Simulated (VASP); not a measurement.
# CdF2 (Fm-3m) in VASP: relaxation of the atoms with PBE

Aim: the relaxation of the atoms of CdF2 with PBE.

Program: VASP 6.6.1. These are calculated values, not measurements. Logs are shortened: lines on timing, memory, paths and dates and some standing lists are left out, and cuts for length are marked.

## Step 1: The cell of the first run

Symmetry: Fm-3m, No. 225, cubic system. The conventional cell has a = 5.394 Å, b = 5.394 Å, c = 5.394 Å, α = 90.00°, β = 90.00°, γ = 90.00°. Within 3.1 Å of Cd (site symmetry m-3m) lie 8 F at 2.34 Å. Within 3.1 Å of F (site symmetry -43m) lie 4 Cd at 2.34 Å and 6 F at 2.70 Å.

## Step 2: Relaxation of the atoms, PBE

INCAR

```
SYSTEM = CdF2
  PREC = Accurate
  ENCUT = 520
  EDIFF = 1E-7
  ISMEAR = -1
  SIGMA = 0.1
  LREAL = .False.
  LASPH = .True.
  NELM = 120
  ALGO = Normal
  ISIF = 2
  LWAVE = .False.
  LCHARG = .False.
  GGA = PE
  IBRION = 2
  NSW = 80
  EDIFFG = -0.03
  GGA_COMPAT = .False.
  NELMIN = 4
```

KPOINTS

```
Automatic mesh
0
Gamma
  8 8 8
  0 0 0
```

POSCAR

```
CdF2
1.0
    0.0000000000      2.6968830000      2.6968830000
    2.6968830000      0.0000000000      2.6968830000
    2.6968830000      2.6968830000      0.0000000000
Cd F
1 2
Direct
    0.0000000000      0.0000000000      0.0000000000
    0.2500000000      0.2500000000      0.2500000000
    0.7500000000      0.7500000000      0.7500000000
```

Potentials or basis: VASP PAW PBE potentials, release 64 (Cd, F).

On the command line:

```bash
cat potpaw_PBE.64/Cd/POTCAR potpaw_PBE.64/F/POTCAR > POTCAR
mpirun -np 1 vasp_std > vasp.out
```

OUTCAR:

```text
SYSTEM = CdF2
   PREC = Accurate
   ENCUT = 520
   EDIFF = 1E-7
   ISMEAR = -1
   LREAL = .False.
   LASPH = .True.
   NELM = 120
   ISIF = 2
   GGA = PE
   IBRION = 2
   NSW = 80
   EDIFFG = -0.03
   NELMIN = 4

 ion  position               nearest neighbor table
   1  0.000  0.000  0.000-   2 2.34   3 2.34   3 2.34   3 2.34   3 2.34   2 2.34   2 2.34   2 2.34

   2  0.250  0.250  0.250-   1 2.34   1 2.34   1 2.34   1 2.34
   3  0.750  0.750  0.750-   1 2.34   1 2.34   1 2.34   1 2.34

  LATTYP: Found a face centered cubic cell.
 ALAT       =     5.3937660000

  Lattice vectors:

 A1 = (   0.0000000000,   2.6968830000,   2.6968830000)
 A2 = (   2.6968830000,   0.0000000000,   2.6968830000)
 A3 = (   2.6968830000,   2.6968830000,   0.0000000000)

Analysis of symmetry for initial positions (statically):
=====================================================================
 Subroutine PRICEL returns:
 Original cell was already a primitive cell.

 Routine SETGRP: Setting up the symmetry group for a
 face centered cubic supercell.

 Subroutine GETGRP returns: Found 48 space group operations
 (whereof 48 operations were pure point group operations)
 out of a pool of 48 trial point group operations.

The static configuration has the point symmetry O_h .

Analysis of symmetry for dynamics (positions and initial velocities):
=====================================================================
 Subroutine PRICEL returns:
 Original cell was already a primitive cell.

 Routine SETGRP: Setting up the symmetry group for a
 face centered cubic supercell.

 Subroutine GETGRP returns: Found 48 space group operations
 (whereof 48 operations were pure point group operations)
 out of a pool of 48 trial point group operations.

The dynamic configuration has the point symmetry O_h .

 Subroutine INISYM returns: Found 48 space group operations
 (whereof 48 operations are pure point group operations),
 and found     1 'primitive' translations

----------------------------------------------------------------------------------------

                                     Primitive cell

  volume of cell :      39.2298

  direct lattice vectors                    reciprocal lattice vectors
     0.000000000  2.696883000  2.696883000    -0.185399218  0.185399218  0.185399218
     2.696883000  0.000000000  2.696883000     0.185399218 -0.185399218  0.185399218
     2.696883000  2.696883000  0.000000000     0.185399218  0.185399218 -0.185399218

  length of vectors
     3.813968515  3.813968515  3.813968515     0.321120866  0.321120866  0.321120866

  position of ions in fractional coordinates (direct lattice)
     0.000000000  0.000000000  0.000000000
     0.250000000  0.250000000  0.250000000
     0.750000000  0.750000000  0.750000000

  ion indices of the primitive-cell ions
   primitive index   ion index
                 1           1
                 2           2
                 3           3

----------------------------------------------------------------------------------------

 KPOINTS: Automatic mesh

Automatic generation of k-mesh.
 Grid dimensions read from file:
 generate k-points for:    8    8    8

 Generating k-lattice:

  Cartesian coordinates                     Fractional coordinates (reciprocal lattice)
    -0.023174902  0.023174902  0.023174902     0.125000000  0.000000000  0.000000000
     0.023174902 -0.023174902  0.023174902     0.000000000  0.125000000  0.000000000
     0.023174902  0.023174902 -0.023174902     0.000000000  0.000000000  0.125000000

  Length of vectors
     0.040140108  0.040140108  0.040140108

  Shift w.r.t. Gamma in fractional coordinates (k-lattice)
     0.000000000  0.000000000  0.000000000

 Subroutine IBZKPT returns following result:
 ===========================================

 Found     29 irreducible k-points:

 Following reciprocal coordinates:
            Coordinates               Weight
  0.000000  0.000000  0.000000      1.000000
  0.125000  0.000000  0.000000      8.000000
  0.250000  0.000000  0.000000      8.000000
  0.375000  0.000000  0.000000      8.000000
  0.500000  0.000000  0.000000      4.000000
  0.125000  0.125000  0.000000      6.000000
[... 16 lines left out ...]
  0.500000  0.250000  0.125000     48.000000
 -0.375000  0.250000  0.125000     24.000000
 [... further k-points ...]
   k-points           NKPTS =     29   k-points in BZ     NKDIM =     29   number of bands    NBANDS=     17
   number of dos      NEDOS =    301   number of ions     NIONS =      3
   total plane-waves  NPLWV =  21952
   dimension x,y,z NGX =    28 NGY =   28 NGZ =   28
   dimension x,y,z NGXF=    56 NGYF=   56 NGZF=   56
   ions per type =               1   2
   NGX,Y,Z   is equivalent  to a cutoff of  12.20, 12.20, 12.20 a.u.
   NGXF,Y,Z  is equivalent  to a cutoff of  24.41, 24.41, 24.41 a.u.
 SYSTEM =  CdF2
   PREC   = accura    normal or accurate (medium, high low for compatibility)
   ISTART =      0    job   : 0-new  1-cont  2-samecut
   ICHARG =      2    charge: 1-file 2-atom 10-const
   ISPIN  =      1    spin polarized calculation?
   LNONCOLLINEAR =      F non collinear calculations
   LSORBIT =      F    spin-orbit coupling
   LASPH  =      T    aspherical Exc in radial PAW
   ENCUT  =  520.0 eV  38.22 Ry    6.18 a.u.   7.09  7.09  7.09*2*pi/ulx,y,z
   NELM   =    120;   NELMIN=  4; NELMDL= -5     # of ELM steps
   EDIFF  = 0.1E-06   stopping-criterion for ELM
   LREAL  =      F    real-space projection
   EDIFFG = -.3E-01   stopping-criterion for IOM
   NSW    =     80    number of steps for IOM
   IBRION =      2    ionic relax: 0-MD 1-quasi-New 2-CG
   NFREE  =      1    steps in history (QN), initial steepest desc. (CG)
   ISIF   =      2    stress and relaxation
   ISYM   =      2    0-nonsym 1-usesym 2-fastsym
   POTIM  = 0.5000    time-step for ionic-motion
   TEBEG  =    0.0;   TEEND  =   0.0 temperature during run
   PSTRESS=    0.0 pullay stress
   NELECT =      26.0000    total number of electrons
   NUPDOWN=      -1.0000    fix difference up-down
   EMIN   =  10.00;   EMAX   =-10.00  energy-range for DOS
   EFERMI =   0.00;   METHOD = LEGACY
   ISMEAR =    -1;   SIGMA  =   0.10  broadening in eV -4-tet -1-fermi 0-gaus
   EFERMI_NEDOS =   21; number of points for ismear=-14 and -15
   IALGO  =     38    algorithm
   IMIX   =      4    mixing-type and parameters
     AMIX     =   0.40;   BMIX     =  1.00
     AMIX_MAG =   1.60;   BMIX_MAG =  1.00
  volume/ion in A,a.u.               =      13.08        88.25
  Fermi-wavevector in a.u.,A,eV,Ry     =   1.427339  2.697280 27.719109  2.037297
  Thomas-Fermi vector in A             =   2.547519
   LORBIT       =      0    0 simple, 1 ext, 2 COOP (PROOUT), +10 PAW based schemes
   GGA     = PE    functional components
   LHFCALC =     F    Hartree Fock is set to
   AEXX    =    0.0000 exact exchange contribution
   IVDW    =     0    specifies the selected vdW correction
   LEPSILON=     F    determine dielectric tensor
   LRPA    =     F    only Hartree local field effects (RPA)
 conjugate gradient relaxation of ions
 non-spin polarized calculation
  energy-cutoff  :      520.00
  volume of cell :       39.23
 maximum number of plane-waves:      1067
   NGX = 15   NGY = 15   NGZ = 15

 number of electron      25.9999987 magnetization

 Free energy of the ion-electron system (eV)
  ---------------------------------------------------
  ext. energy  EPLUGINS =         0.00000000
  ---------------------------------------------------
  free energy    TOTEN  =       -10.86430269 eV

  energy without entropy =      -10.86430266  energy(sigma->0) =      -10.86430267

 E-fermi :   0.4135     XC(G=0): -10.3947

 val. band max:       -1.3356783160   @ k =  -0.2500   0.5000   0.2500
 cond. band min:       1.7208798175   @ k =   0.0000   0.0000   0.0000
 fundamental gap:      3.0565581335
 Fermi energy:         0.4135370088

 k-point     1 :       0.0000    0.0000    0.0000
  band No.  band energies     occupation
      1     -22.1230      2.00000
      2     -21.0272      2.00000
      3      -6.9412      2.00000
      4      -6.9412      2.00000
      5      -6.9412      2.00000
      6      -5.7476      2.00000
[... 9 lines left out ...]
     16      11.3526      0.00000
     17      11.3526      0.00000

 k-point     2 :       0.1250    0.0000    0.0000
  band No.  band energies     occupation
      1     -22.0736      2.00000
      2     -21.0703      2.00000
      3      -6.8827      2.00000
      4      -6.8827      2.00000
      5      -6.7768      2.00000
      6      -5.7651      2.00000
[... 9 lines left out ...]
     16      11.5808      0.00000
     17      11.5808      0.00000

 k-point     3 :       0.2500    0.0000    0.0000
  band No.  band energies     occupation
      1     -21.9402      2.00000
      2     -21.1895      2.00000
      3      -6.7481      2.00000
      4      -6.7481      2.00000
      5      -6.3357      2.00000
      6      -5.7793      2.00000
[... 9 lines left out ...]
     16      12.1699      0.00000
     17      12.1699      0.00000

 k-point     4 :       0.3750    0.0000    0.0000
  band No.  band energies     occupation
      1     -21.7561      2.00000
      2     -21.3559      2.00000
      3      -6.6379      2.00000
      4      -6.6379      2.00000
      5      -5.7850      2.00000
      6      -5.7282      2.00000
[... 9 lines left out ...]
     16      12.8318      0.00000
     17      12.8318      0.00000

 k-point     5 :       0.5000    0.0000    0.0000
  band No.  band energies     occupation
      1     -21.5887      2.00000
      2     -21.5152      2.00000
      3      -6.6047      2.00000
      4      -6.6047      2.00000
      5      -5.6773      2.00000
      6      -5.6773      2.00000
[... 9 lines left out ...]
     16      13.1357      0.00000
     17      13.1357      0.00000

 k-point     6 :       0.1250    0.1250    0.0000
  band No.  band energies     occupation
      1     -22.0586      2.00000
      2     -21.0831      2.00000
      3      -6.8546      2.00000
      4      -6.8546      2.00000
      5      -6.7343      2.00000
      6      -5.8267      2.00000
[... 9 lines left out ...]
     16      11.6183      0.00000
     17      11.6183      0.00000

 k-point     7 :       0.2500    0.1250    0.0000
  band No.  band energies     occupation
      1     -21.9567      2.00000
      2     -21.1716      2.00000
      3      -6.7312      2.00000
      4      -6.7303      2.00000
      5      -6.4015      2.00000
      6      -5.9087      2.00000
[... 9 lines left out ...]
     16      11.9859      0.00000
     17      12.0263      0.00000

 k-point     8 :       0.3750    0.1250    0.0000
  band No.  band energies     occupation
      1     -21.7969      2.00000
      2     -21.3128      2.00000
      3      -6.6006      2.00000
      4      -6.6005      2.00000
      5      -5.9249      2.00000
      6      -5.8902      2.00000
[... 9 lines left out ...]
     16      12.3776      0.00000
     17      12.6050      0.00000
[... 203 lines left out ...]
      1     -21.6578      2.00000
      2     -21.4043      2.00000
      3      -6.6124      2.00000
      4      -6.0991      2.00000
      5      -6.0220      2.00000
      6      -5.6748      2.00000
[... 9 lines left out ...]
     16      10.8013      0.00000
     17      12.8618      0.00000

 k-point    20 :      -0.3750    0.3750    0.0000
  band No.  band energies     occupation
      1     -21.5828      2.00000
      2     -21.4808      2.00000
      3      -6.5235      2.00000
      4      -6.1153      2.00000
      5      -5.8264      2.00000
      6      -5.8044      2.00000
[... 9 lines left out ...]
     16       9.7910      0.00000
     17      13.1122      0.00000

 k-point    21 :       0.5000    0.5000    0.0000
  band No.  band energies     occupation
      1     -21.6581      2.00000
      2     -21.3963      2.00000
      3      -6.7260      2.00000
      4      -5.9941      2.00000
      5      -5.9941      2.00000
      6      -5.6331      2.00000
[... 9 lines left out ...]
     16      10.5812      0.00000
     17      12.9206      0.00000

 k-point    22 :       0.3750    0.2500    0.1250
  band No.  band energies     occupation
      1     -21.8469      2.00000
      2     -21.2639      2.00000
      3      -6.6091      2.00000
      4      -6.5695      2.00000
      5      -6.0718      2.00000
      6      -6.0101      2.00000
[... 9 lines left out ...]
     16      11.9205      0.00000
     17      12.5122      0.00000

 k-point    23 :       0.5000    0.2500    0.1250
  band No.  band energies     occupation
      1     -21.6989      2.00000
      2     -21.3925      2.00000
      3      -6.5189      2.00000
      4      -6.4202      2.00000
      5      -5.9753      2.00000
      6      -5.7405      2.00000
[... 9 lines left out ...]
     16      11.6906      0.00000
     17      12.6968      0.00000

 k-point    24 :      -0.3750    0.2500    0.1250
  band No.  band energies     occupation
      1     -21.5596      2.00000
      2     -21.5227      2.00000
      3      -6.4894      2.00000
      4      -6.3819      2.00000
      5      -5.8016      2.00000
      6      -5.7801      2.00000
[... 9 lines left out ...]
     16      11.5862      0.00000
     17      12.5845      0.00000

 [... further k-points ...]
[... 5 lines left out ...]
  --------------------------------------------------------------------------------------
  -------------------------------------------------------------------------------------
  Total        1.4195999      1.4195999      1.4195999      0.0000000      0.0000000      0.0000000
  in kB       57.9775989     57.9775989     57.9775989      0.0000000      0.0000000      0.0000000
  external PRESSURE =      57.9775989 kB  Pullay stress =       0.0000000 kB

 VOLUME and BASIS-vectors are now :
 -----------------------------------------------------------------------------
  energy-cutoff  :      520.00
  volume of cell :       39.23
      direct lattice vectors                 reciprocal lattice vectors
     0.000000000  2.696883000  2.696883000    -0.185399218  0.185399218  0.185399218
     2.696883000  0.000000000  2.696883000     0.185399218 -0.185399218  0.185399218
     2.696883000  2.696883000  0.000000000     0.185399218  0.185399218 -0.185399218

 POSITION                                       TOTAL-FORCE (eV/Angst)
 -----------------------------------------------------------------------------------
      0.00000      0.00000      0.00000        -0.000000     -0.000000     -0.000000
      1.34844      1.34844      1.34844         0.000000      0.000000      0.000000
      4.04532      4.04532      4.04532        -0.000000     -0.000000     -0.000000
 -----------------------------------------------------------------------------------
    total drift:                                0.000000      0.000000      0.000000

  FREE ENERGIE OF THE ION-ELECTRON SYSTEM (eV)
  ---------------------------------------------------
  free  energy   TOTEN  =       -10.8643026861 eV

  energy  without entropy=      -10.8643026572  energy(sigma->0) =      -10.86430267

 reached required accuracy - stopping structural energy minimisation
```

Wall time 23 s (1 thread of Intel Xeon Platinum 8375C at 2.90GHz (Ice Lake), shared host); peak memory 0.16 GiB.

What came out:

```
Free energy             : -10.8643 eV
Pressure after relaxing : 5.8 GPa
Band gap on the k mesh  : 3.06 eV (least direct gap 3.56 eV)
```

Final structure:
```xyz
3
Lattice="0.0000 2.6969 2.6969 2.6969 0.0000 2.6969 2.6969 2.6969 0.0000" Properties=species:S:1:pos:R:3 pbc="T T T"
Cd    0.0000    0.0000    0.0000
F     1.3484    1.3484    1.3484
F     4.0453    4.0453    4.0453
```

Caveat: the relaxation stopped at its first step, so nothing moved. A k mesh can miss the band edges.
